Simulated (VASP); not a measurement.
Input of a VASP 6.6.1 run:

INCAR

```
  ALGO = Normal
  EDIFF = 1E-6
  ENCUT = 520
  GGA = PE
  ISIF = 2
  ISMEAR = 0
  LASPH = True
  LCHARG = False
  LREAL = False
  LWAVE = False
  NBANDS = 29
  NELM = 60
  PREC = Accurate
  SIGMA = 0.1
```

File KPOINTS:

```
k-points
0
Gamma
  4 4 4
```

Contents of POSCAR:

```
PtSeS4
1.0
   -2.8504498414      2.8504498414      3.3597035004
    2.8504498414     -2.8504498414      3.3597035004
    2.8504498414      2.8504498414     -3.3597035004
Pt Se S
1 1 4
Direct
    0.0000000000      0.0000000000      0.0000000000
    0.5000000000      0.5000000000      0.0000000000
    0.8746958378      0.3746958378      0.7493916756
    0.6253041622      0.1253041622      0.2506083244
    0.1253041622      0.8746958378      0.5000000000
    0.3746958378      0.6253041622      0.5000000000
```

Potentials or basis: VASP PAW PBE potentials, release 64 (Pt, Se, S).

Run with:

```bash
$ cat potpaw_PBE.64/Pt/POTCAR potpaw_PBE.64/Se/POTCAR potpaw_PBE.64/S/POTCAR > POTCAR
$ mpirun -np 1 vasp_std > vasp.out
```

(1) Estimate the band gap on the k mesh.

(2) Estimate the pressure.

(3) What does it give for the largest force?

Answers

(1) zero (bands 20 and 21 overlap by 1.29 eV).

(2) -0.3 GPa.

(3) 0.143 eV/Å.

Caveat: the k points lie up to 0.36 Å⁻¹ apart, too coarse for converged energies and pressures of a metal; spin-orbit coupling is left out, which moves the levels of the heavy elements.
